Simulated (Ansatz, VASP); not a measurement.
SnSe2 in VASP and in Ansatz

```
CELL_PARAMETERS angstrom
4.20839 0.00000 0.00000
-2.10419 3.64457 0.00000
0.00000 0.00000 5.76125
ATOMIC_POSITIONS crystal
Sn 0.00000 0.00000 0.50000
Se 0.33333 0.66667 0.21305
Se 0.33333 0.66667 0.78695
```

Alike in both runs: functional PBE; dispersion D3(BJ); k mesh 6 × 6 × 4; occupations gaussian, width 0.1 eV; no spin polarisation.

Ansatz relaxed the structure, and its values are those at the end. VASP's run is a single point on that final structure, the one shown.

|  | VASP | Ansatz |
| --- | --- | --- |
| version | VASP 6.6.1 | Ansatz 0.2.0 |
| potentials or method | VASP PAW PBE potentials, release 64 (Sn_d, Se), cutoff 520 eV | scalar-relativistic, plane waves, PAW |
| valence electrons in the cell | 26 | 46 |

```tsv
	VASP	Ansatz	Ansatz less VASP
gap on the k mesh at the Fermi level (eV)	0.42	0.41	-0.002
least direct gap on the mesh (eV)	0.72	0.71	-0.004
pressure (GPa)	0.1	0.1	-0.02
rms of the force components (eV/Å)	0.011	0.014	+0.0032
```

VASP's potentials hold 26 valence electrons a cell and Ansatz's 46, so a difference there can come from the potentials and not from the codes.
